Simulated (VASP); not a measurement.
# BaTe (P6_3/mmc) in VASP: a series of runs, part 2 of 3

VASP 6.6.1. The steps go on from the part before.

### 3 Single point, PBE (52.48 Å³/atom)

This run uses another cell than the first one, of 52.48 Å³/atom.

Contents of INCAR:

```
SYSTEM = BaTe
PREC = Accurate ; ENCUT = 520
EDIFF = 1E-6 ; ISMEAR = 0
SIGMA = 0.01 ; LREAL = .False.
LASPH = .True. ; NELM = 80
ALGO = Normal ; ISIF = 2
LWAVE = .False. ; LCHARG = .False.
GGA = PE ; NBANDS = 24
```

Contents of KPOINTS:

```
regular mesh
0
Gamma
  6 6 4
  0 0 0
```

Contents of POSCAR:

```
BaTe
1.0
    5.9134911612      0.0000000000      0.0000000000
   -2.9567455806      5.1212335706      0.0000000000
    0.0000000000      0.0000000000      6.9314336478
Ba Te
2 2
Direct
    0.3333333333      0.6666666667      0.2500000000
    0.6666666667      0.3333333333      0.7500000000
    0.6666666667      0.3333333333      0.2500000000
    0.3333333333      0.6666666667      0.7500000000
```

Potentials or basis: VASP PAW PBE potentials, release 64 (Ba_sv, Te).

Command:

```bash
$ cat potpaw_PBE.64/Ba_sv/POTCAR potpaw_PBE.64/Te/POTCAR > POTCAR
$ mpirun -np 1 vasp_std > vasp.out
```

OUTCAR:

```text
SYSTEM = BaTe
   PREC = Accurate
   ENCUT = 520
   EDIFF = 1E-6
   ISMEAR = 0
   LREAL = .False.
   LASPH = .True.
   NELM = 80
   ISIF = 2
   GGA = PE

 ion  position               nearest neighbor table
   1  0.333  0.667  0.250-   3 3.41   3 3.41   3 3.41   4 3.47   4 3.47
   2  0.667  0.333  0.750-   4 3.41   4 3.41   4 3.41   3 3.47   3 3.47
   3  0.667  0.333  0.250-   1 3.41   1 3.41   1 3.41   2 3.47   2 3.47
   4  0.333  0.667  0.750-   2 3.41   2 3.41   2 3.41   1 3.47   1 3.47

  LATTYP: Found a hexagonal cell.
 ALAT       =     5.9134911612
 C/A-ratio  =     1.1721390053

  Lattice vectors:

 A1 = (   5.9134911612,   0.0000000000,   0.0000000000)
 A2 = (  -2.9567455806,   5.1212335706,   0.0000000000)
 A3 = (   0.0000000000,   0.0000000000,   6.9314336478)

Analysis of symmetry for initial positions (statically):
=====================================================================
 Subroutine PRICEL returns:
 Original cell was already a primitive cell.

 Routine SETGRP: Setting up the symmetry group for a
 hexagonal supercell.

 Subroutine GETGRP returns: Found 24 space group operations
 (whereof 12 operations were pure point group operations)
 out of a pool of 24 trial point group operations.

The static configuration has the point symmetry D_3d.
 The point group associated with its full space group is D_6h.

Analysis of symmetry for dynamics (positions and initial velocities):
=====================================================================
 Subroutine PRICEL returns:
 Original cell was already a primitive cell.

 Routine SETGRP: Setting up the symmetry group for a
 hexagonal supercell.

 Subroutine GETGRP returns: Found 24 space group operations
 (whereof 12 operations were pure point group operations)
 out of a pool of 24 trial point group operations.

The dynamic configuration has the point symmetry D_3d.
 The point group associated with its full space group is D_6h.

 Subroutine INISYM returns: Found 24 space group operations
 (whereof 12 operations are pure point group operations),
 and found     1 'primitive' translations

----------------------------------------------------------------------------------------

                                     Primitive cell

  volume of cell :     209.9141

  direct lattice vectors                    reciprocal lattice vectors
     5.913491161  0.000000000  0.000000000     0.169104844  0.097632727  0.000000000
    -2.956745581  5.121233571  0.000000000     0.000000000  0.195265454  0.000000000
     0.000000000  0.000000000  6.931433648     0.000000000  0.000000000  0.144270298

  length of vectors
     5.913491161  5.913491161  6.931433648     0.195265454  0.195265454  0.144270298

  position of ions in fractional coordinates (direct lattice)
     0.333333333  0.666666667  0.250000000
     0.666666667  0.333333333  0.750000000
     0.666666667  0.333333333  0.250000000
     0.333333333  0.666666667  0.750000000

  ion indices of the primitive-cell ions
   primitive index   ion index
                 1           1
                 2           2
                 3           3
                 4           4

----------------------------------------------------------------------------------------

 KPOINTS: regular mesh

Automatic generation of k-mesh.
 Grid dimensions read from file:
 generate k-points for:    6    6    4

 Generating k-lattice:

  Cartesian coordinates                     Fractional coordinates (reciprocal lattice)
     0.028184141  0.016272121  0.000000000     0.166666667  0.000000000  0.000000000
     0.000000000  0.032544242  0.000000000     0.000000000  0.166666667  0.000000000
     0.000000000  0.000000000  0.036067575     0.000000000  0.000000000  0.250000000

  Length of vectors
     0.032544242  0.032544242  0.036067575

  Shift w.r.t. Gamma in fractional coordinates (k-lattice)
     0.000000000  0.000000000  0.000000000

 Subroutine IBZKPT returns following result:
 ===========================================

 Found     21 irreducible k-points:

 Following reciprocal coordinates:
            Coordinates               Weight
  0.000000  0.000000  0.000000      1.000000
  0.166667 -0.000000  0.000000      6.000000
  0.333333 -0.000000  0.000000      6.000000
  0.500000 -0.000000  0.000000      3.000000
  0.166667  0.166667  0.000000      6.000000
  0.333333  0.166667  0.000000     12.000000
[... 13 lines left out ...]
  0.333333  0.166667  0.500000     12.000000
  0.333333  0.333333  0.500000      2.000000
   k-points           NKPTS =     21   k-points in BZ     NKDIM =     21   number of bands    NBANDS=     24
   number of dos      NEDOS =    301   number of ions     NIONS =      4
   total plane-waves  NPLWV = 124416
   dimension x,y,z NGX =    48 NGY =   48 NGZ =   54
   dimension x,y,z NGXF=    96 NGYF=   96 NGZF=  108
   ions per type =               2   2
   NGX,Y,Z   is equivalent  to a cutoff of  13.49, 13.49, 12.95 a.u.
   NGXF,Y,Z  is equivalent  to a cutoff of  26.99, 26.99, 25.90 a.u.
 SYSTEM =  BaTe
   PREC   = accura    normal or accurate (medium, high low for compatibility)
   ISTART =      0    job   : 0-new  1-cont  2-samecut
   ICHARG =      2    charge: 1-file 2-atom 10-const
   ISPIN  =      1    spin polarized calculation?
   LNONCOLLINEAR =      F non collinear calculations
   LSORBIT =      F    spin-orbit coupling
   LASPH  =      T    aspherical Exc in radial PAW
   ENCUT  =  520.0 eV  38.22 Ry    6.18 a.u.  11.00 11.00 12.89*2*pi/ulx,y,z
   NELM   =     80;   NELMIN=  2; NELMDL= -5     # of ELM steps
   EDIFF  = 0.1E-05   stopping-criterion for ELM
   LREAL  =      F    real-space projection
   EDIFFG = 0.1E-04   stopping-criterion for IOM
   NSW    =      0    number of steps for IOM
   IBRION =     -1    ionic relax: 0-MD 1-quasi-New 2-CG
   NFREE  =      0    steps in history (QN), initial steepest desc. (CG)
   ISIF   =      2    stress and relaxation
   ISYM   =      2    0-nonsym 1-usesym 2-fastsym
   POTIM  = 0.5000    time-step for ionic-motion
   TEBEG  =    0.0;   TEEND  =   0.0 temperature during run
   PSTRESS=    0.0 pullay stress
   NELECT =      32.0000    total number of electrons
   NUPDOWN=      -1.0000    fix difference up-down
   EMIN   =  10.00;   EMAX   =-10.00  energy-range for DOS
   EFERMI =   0.00;   METHOD = LEGACY
   ISMEAR =     0;   SIGMA  =   0.01  broadening in eV -4-tet -1-fermi 0-gaus
   EFERMI_NEDOS =   21; number of points for ismear=-14 and -15
   IALGO  =     38    algorithm
   IMIX   =      4    mixing-type and parameters
     AMIX     =   0.40;   BMIX     =  1.00
     AMIX_MAG =   1.60;   BMIX_MAG =  1.00
  volume/ion in A,a.u.               =      52.48       354.14
  Fermi-wavevector in a.u.,A,eV,Ry     =   0.874536  1.652633 10.405912  0.764813
  Thomas-Fermi vector in A             =   1.994081
   LORBIT       =      0    0 simple, 1 ext, 2 COOP (PROOUT), +10 PAW based schemes
   GGA     = PE    functional components
   LHFCALC =     F    Hartree Fock is set to
   AEXX    =    0.0000 exact exchange contribution
   IVDW    =     0    specifies the selected vdW correction
   LEPSILON=     F    determine dielectric tensor
   LRPA    =     F    only Hartree local field effects (RPA)
 non-spin polarized calculation
 Gauss-broadening in eV      SIGMA  =   0.01
  energy-cutoff  :      520.00
  volume of cell :      209.91
 maximum number of plane-waves:      5688
 NGX is ok and might be reduce to    48
   NGX = 21   NGY = 21   NGZ = 25

 number of electron      32.0000001 magnetization

 Free energy of the ion-electron system (eV)
  ---------------------------------------------------
  ext. energy  EPLUGINS =         0.00000000
  ---------------------------------------------------
  free energy    TOTEN  =       -16.75324191 eV

  energy without entropy =      -16.75324191  energy(sigma->0) =      -16.75324191

 E-fermi :   1.2621     XC(G=0):  -7.1897

 val. band max:        1.1786898792   @ k =   0.0000   0.0000   0.0000
 cond. band min:       3.0097171481   @ k =   0.3333   0.3333   0.0000
 fundamental gap:      1.8310272689
 Fermi energy:         1.2620973296

 k-point     1 :       0.0000    0.0000    0.0000
  band No.  band energies     occupation
      1     -26.0173      2.00000
      2     -26.0004      2.00000
      3     -11.3423      2.00000
      4     -11.2894      2.00000
      5     -11.2894      2.00000
      6     -11.2154      2.00000
[... 556 lines left out ...]
     23       6.1365      0.00000
     24       6.1365      0.00000

------------------------ aborting loop because EDIFF is reached ----------------------------------------

  FORCE on cell =-STRESS in cart. coord.  units (eV):
  Direction    XX          YY          ZZ          XY          YZ          ZX
  --------------------------------------------------------------------------------------
  -------------------------------------------------------------------------------------
  Total        1.1718802      1.1718802      1.4862712      0.0000000      0.0000000      0.0000000
  in kB        8.9444204      8.9444204     11.3440216      0.0000000      0.0000000      0.0000000
  external PRESSURE =       9.7442875 kB  Pullay stress =       0.0000000 kB

 VOLUME and BASIS-vectors are now :
 -----------------------------------------------------------------------------
  energy-cutoff  :      520.00
  volume of cell :      209.91
      direct lattice vectors                 reciprocal lattice vectors
     5.913491161  0.000000000  0.000000000     0.169104844  0.097632727  0.000000000
    -2.956745581  5.121233571  0.000000000     0.000000000  0.195265454  0.000000000
     0.000000000  0.000000000  6.931433648     0.000000000  0.000000000  0.144270298

 POSITION                                       TOTAL-FORCE (eV/Angst)
 -----------------------------------------------------------------------------------
     -0.00000      3.41416      1.73286        -0.000000      0.000000      0.000000
      2.95675      1.70708      5.19858         0.000000     -0.000000      0.000000
      2.95675      1.70708      1.73286         0.000000      0.000000     -0.000000
     -0.00000      3.41416      5.19858         0.000000      0.000000     -0.000000
 -----------------------------------------------------------------------------------
    total drift:                               -0.000000     -0.000000     -0.000000

  FREE ENERGIE OF THE ION-ELECTRON SYSTEM (eV)
  ---------------------------------------------------
  free  energy   TOTEN  =       -16.7532419111 eV

  energy  without entropy=      -16.7532419111  energy(sigma->0) =      -16.75324191
```

OSZICAR:

```text
N       E                     dE             d eps       ncg     rms          rms(c)
DAV:   1     0.227891227656E+03    0.22789E+03   -0.12093E+04  1008   0.107E+03
DAV:   2     0.436764674920E+01   -0.22352E+03   -0.21250E+03  1352   0.204E+02
DAV:   3    -0.162295179476E+02   -0.20597E+02   -0.20487E+02  1416   0.704E+01
DAV:   4    -0.172995960388E+02   -0.10701E+01   -0.10692E+01  1648   0.129E+01
DAV:   5    -0.173148017649E+02   -0.15206E-01   -0.15204E-01  1280   0.178E+00    0.533E+00
DAV:   6    -0.168099712665E+02    0.50483E+00   -0.75417E-01  1392   0.284E+00    0.363E+00
DAV:   7    -0.167263922153E+02    0.83579E-01   -0.60857E-01  1280   0.280E+00    0.126E+00
DAV:   8    -0.167421595256E+02   -0.15767E-01   -0.75712E-02  1232   0.121E+00    0.321E-01
DAV:   9    -0.167485636327E+02   -0.64041E-02   -0.11690E-02  1256   0.477E-01    0.185E-01
DAV:  10    -0.167508860234E+02   -0.23224E-02   -0.11351E-03  1352   0.136E-01    0.686E-02
DAV:  11    -0.167531010434E+02   -0.22150E-02   -0.30195E-03  1088   0.194E-01    0.458E-02
DAV:  12    -0.167532127796E+02   -0.11174E-03   -0.16547E-04  1312   0.505E-02    0.165E-02
DAV:  13    -0.167532386579E+02   -0.25878E-04   -0.58913E-05  1200   0.282E-02    0.993E-03
DAV:  14    -0.167532410828E+02   -0.24249E-05   -0.63626E-06  1160   0.101E-02    0.201E-03
DAV:  15    -0.167532421167E+02   -0.10339E-05   -0.14808E-06  1072   0.490E-03    0.615E-04
DAV:  16    -0.167532419111E+02    0.20556E-06   -0.64335E-08   936   0.121E-03
   1 F= -.16753242E+02 E0= -.16753242E+02  d E =-.239912E-34
```

It took 2.1 min on 1 thread of Intel Xeon Platinum 8259CL at 2.50GHz (Skylake/Cascade Lake), shared host; peak memory 0.39 GiB.

What came out:

- Free energy: -16.7532 eV
- Pressure: 1.0 GPa
- Band gap on the k mesh: 1.83 eV (least direct gap 2.13 eV)

Stress tensor (GPa, compression positive):
```
0.89 0.00 0.00
0.00 0.89 0.00
0.00 0.00 1.13
```

Caveat: spin-orbit coupling is left out, which moves the levels of the heavy elements.

(Part 2 of 3 ends here.)
